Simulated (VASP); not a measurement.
Write the native input for VASP 6.6.1 that does the following.

```
Task                   : single point
Functional             : r2SCAN
Potentials or basis    : VASP PAW PBE potentials, release 64 (Ba_sv, Ti_sv, O)
Cutoff                 : 520 eV
k mesh                 : 6 × 6 × 6
Occupations            : gaussian, width 0.02 eV
Spin                   : no spin polarisation
Dipole correction      : no
Further INCAR settings : ALGO = Normal; EDIFF = 1e-06; NBANDS = 28
```

Crystal: BaTiO3.

```xyz
5
Lattice="2.7583 1.5925 2.2522 -2.7583 1.5925 2.2522 0.0000 -3.1851 2.2522" Properties=species:S:1:pos:R:3 pbc="T T T"
Ba    0.0000    0.0000   -0.0387
Ti    0.0000    0.0000    3.3404
O    -1.3791    0.7962    4.4648
O     0.0000   -1.5924    4.4648
O     1.3791    0.7962    4.4648
```

The input as run:

POSCAR

```
BaTiO3
1.0
    2.7583354420      1.5925257099      2.2521880181
   -2.7583354420      1.5925257099      2.2521880181
    0.0000000000     -3.1850514199      2.2521880180
Ba Ti O
1 1 3
Direct
   -0.0057276775     -0.0057276775     -0.0057276775
    0.4943979696      0.4943979696      0.4943979696
    0.4941569943      0.9941167192      0.4941569943
    0.4941569943      0.4941569943      0.9941167192
    0.9941167192      0.4941569943      0.4941569943
```

INCAR.step1

```
SYSTEM = BaTiO3
PREC = Accurate ; ENCUT = 520
ISMEAR = 0 ; SIGMA = 0.02
LREAL = .FALSE. ; LASPH = .TRUE.
NELM = 80 ; NBANDS = 28
GGA = PE ; ALGO = Normal
EDIFF = 1E-4 ; LWAVE = .TRUE.
LCHARG = .FALSE.
```

INCAR.step2

```
SYSTEM = BaTiO3
PREC = Accurate ; ENCUT = 520
EDIFF = 1E-6 ; ISMEAR = 0
SIGMA = 0.02 ; LREAL = .FALSE.
LASPH = .TRUE. ; NELM = 80
ALGO = Normal ; ISIF = 2
LWAVE = .FALSE. ; LCHARG = .FALSE.
METAGGA = R2SCAN ; LMIXTAU = .TRUE.
NBANDS = 28 ; ISTART = 1
```

KPOINTS

```
regular mesh
0
G
  6 6 6
  0 0 0
```

Potentials or basis: VASP PAW PBE potentials, release 64 (Ba_sv, Ti_sv, O).

Command:

```console
$ cat potpaw_PBE.64/Ba_sv/POTCAR potpaw_PBE.64/Ti_sv/POTCAR potpaw_PBE.64/O/POTCAR > POTCAR
$ cp INCAR.step1 INCAR
$ mpirun -np 1 vasp_std > vasp.out
$ cp INCAR.step2 INCAR
$ mpirun -np 1 vasp_std > vasp.out
```

Results of the run:

| Quantity | Value |
| --- | --- |
| Pressure | 17.6 GPa |
| Largest force | 0.006 eV/Å |
| Band gap on the k mesh | 2.31 eV (least direct gap 2.39 eV) |

Caveat: the cell stands under pressure; the PAW data sets were made with another functional, which shifts forces and pressure a little; spin-orbit coupling is left out, which moves the levels of the heavy elements.

Wall time 2.8 min on 1 thread of Intel Xeon 8259CL, with other jobs on the host, peak memory 0.2 GiB.
